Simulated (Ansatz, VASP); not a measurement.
## Two plane-wave programs on Mg4Se

```
CELL_PARAMETERS angstrom
0.00000 4.11909 4.11909
4.11909 0.00000 4.11909
4.11909 4.11909 0.00000
ATOMIC_POSITIONS crystal
Mg 0.87431 0.87431 0.87431
Mg 0.87431 0.87431 0.37707
Mg 0.87431 0.37707 0.87431
Mg 0.37707 0.87431 0.87431
Se 0.50000 0.50000 0.50000
```

Alike in both runs: functional PBE; k mesh 4 × 4 × 4; occupations gaussian, width 0.2 eV; no spin polarisation.

Ansatz relaxed the structure, and its values are those at the end. VASP's run is a single point on that final structure, the one shown.

```csv
,VASP,Ansatz
version,VASP 6.6.1,Ansatz 0.2.0
potentials or method,"VASP PAW PBE potentials, release 64 (Mg, Se), cutoff 600 eV","scalar-relativistic, plane waves, PAW"
valence electrons in the cell,14,56
```

|  | VASP | Ansatz | Ansatz less VASP |
| --- | --- | --- | --- |
| gap on the k mesh at the Fermi level (eV) | none | none | - |
| pressure (GPa) | 0.4 | 0.4 | +0.05 |
| rms of the force components (eV/Å) | 0.040 | 0.039 | -0.0007 |

A gap of «none» marks a metal or a gap that the smearing closes. VASP's potentials hold 14 valence electrons a cell and Ansatz's 56, so a difference there can come from the potentials and not from the codes.
